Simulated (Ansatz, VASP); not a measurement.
# Ge in VASP and in Ansatz

```
CELL_PARAMETERS angstrom
0.00000 2.88066 2.88066
2.88066 0.00000 2.88066
2.88066 2.88066 0.00000
ATOMIC_POSITIONS crystal
Ge 0.00000 0.00000 0.00000
Ge 0.25000 0.25000 0.25000
```

Alike in both runs: functional PBE; k mesh 14 × 14 × 14; occupations gaussian, width 0.1 eV; no spin polarisation.

Ansatz relaxed the structure, and its values are those at the end. VASP's run is a single point on that final structure, the one shown.

|  | VASP | Ansatz |
| --- | --- | --- |
| version | VASP 6.6.1 | Ansatz 0.2.0 |
| potentials or method | VASP PAW PBE potentials, release 64 (Ge_d), cutoff 500 eV | scalar-relativistic, plane waves, PAW |
| valence electrons in the cell | 28 | 28 |

Ansatz gave:

* gap on the k mesh at the Fermi level (eV): none
* pressure (GPa): 0.0

Problem. Estimate VASP's values.

Solution. gap on the k mesh at the Fermi level (eV): none; pressure (GPa): -0.1.

A gap of «none» marks a metal or a gap that the smearing closes. With one functional, cell and mesh, what is left measures potentials, basis and numerics.
